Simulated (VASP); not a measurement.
Input of a VASP 6.6.1 run:

The input INCAR:

```
SYSTEM = SiC
ALGO     = Normal         ! electronic algorithm
EDIFF    = 1E-6           ! SCF threshold, eV
ENCUT    = 600            ! plane-wave cutoff, eV
GGA      = PS             ! functional
GGA_COMPAT= .FALSE.      
ISIF     = 2              ! what is computed and relaxed
ISMEAR   = 0              ! smearing method
LASPH    = .TRUE.         ! aspherical terms in the spheres
LCHARG   = .FALSE.        ! write CHGCAR
LREAL    = .FALSE.        ! projectors in reciprocal space
LWAVE    = .FALSE.        ! write WAVECAR
NBANDS   = 11             ! bands
NELM     = 120            ! most SCF steps
PREC     = Accurate       ! precision mode
SIGMA    = 0.02           ! smearing width, eV
```

File KPOINTS:

```
k-points
0
G
  10 10 10
  0 0 0
```

The input POSCAR:

```
SiC
1.0
    0.0000000000      2.1784576213      2.1784576213
    2.1784576213      0.0000000000      2.1784576213
    2.1784576213      2.1784576213      0.0000000000
Si C
1 1
Direct
    0.0000000000      0.0000000000      0.0000000000
    0.2500000000      0.2500000000      0.2500000000
```

Potentials or basis: VASP PAW PBE potentials, release 64 (Si, C).

Launch:

```bash
$ cat potpaw_PBE.64/Si/POTCAR potpaw_PBE.64/C/POTCAR > POTCAR
$ mpirun -np 1 vasp_std > vasp.out
```

Question: What does it give for the pressure?

Answer: 0.2 GPa.

Question: Estimate the band gap on the k mesh.

Answer: 1.23 eV, indirect (least direct gap 4.44 eV).

Caveat: the PAW data sets were made with another functional, which shifts forces and pressure a little. A k mesh can miss the band edges.
